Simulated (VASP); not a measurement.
Input of a VASP 6.6.1 run:

Contents of INCAR:

```
PREC     = Accurate       # precision mode
ENCUT    = 520            # plane-wave cutoff, eV
EDIFF    = 1E-6           # SCF threshold, eV
ISMEAR   = -1             # smearing method
SIGMA    = 0.05           # smearing width, eV
LREAL    = F              # projectors in reciprocal space
LASPH    = T              # aspherical terms in the spheres
NELM     = 150            # most SCF steps
ALGO     = Normal         # electronic algorithm
ISIF     = 2              # what is computed and relaxed
LWAVE    = F              # write WAVECAR
LCHARG   = F              # write CHGCAR
ISPIN    = 2              # spin polarisation
MAGMOM   = 1 1            # initial moments
LORBIT   = 11             # projections on sites
LMAXMIX  = 4              # l up to which the mixer works
GGA      = PS             # functional
NBANDS   = 23             # bands
```

Contents of KPOINTS:

```
Automatic mesh
0
Gamma
  20 20 11
```

POSCAR

```
Ti
1.0
    2.9388453053      0.0000000000      0.0000000000
   -1.4694226527      2.5451146922      0.0000000000
    0.0000000000      0.0000000000      4.6531640415
Ti
2
Direct
    0.3333333333      0.6666666667      0.2500000000
    0.6666666667      0.3333333333      0.7500000000
```

Potentials or basis: VASP PAW PBE potentials, release 64 (Ti_sv).

Run with:

```bash
$ cat potpaw_PBE.64/Ti_sv/POTCAR > POTCAR
$ mpirun -np 1 vasp_std > vasp.out
```

**Question.** Predict the pressure.

**Answer.** -4.6 GPa.

**Question.** Predict the net moment.

**Answer.** 0.00 μB per cell.

**Question.** Estimate the band gap on the k mesh.

**Answer.** Zero (filled and empty bands overlap).

Stress tensor (GPa, compression positive):
```
-4.54  0.00  0.00
 0.00 -4.54  0.00
 0.00  0.00 -4.68
```

Caveat: the cell stands under tension; the PAW data sets were made with another functional, which shifts forces and pressure a little.
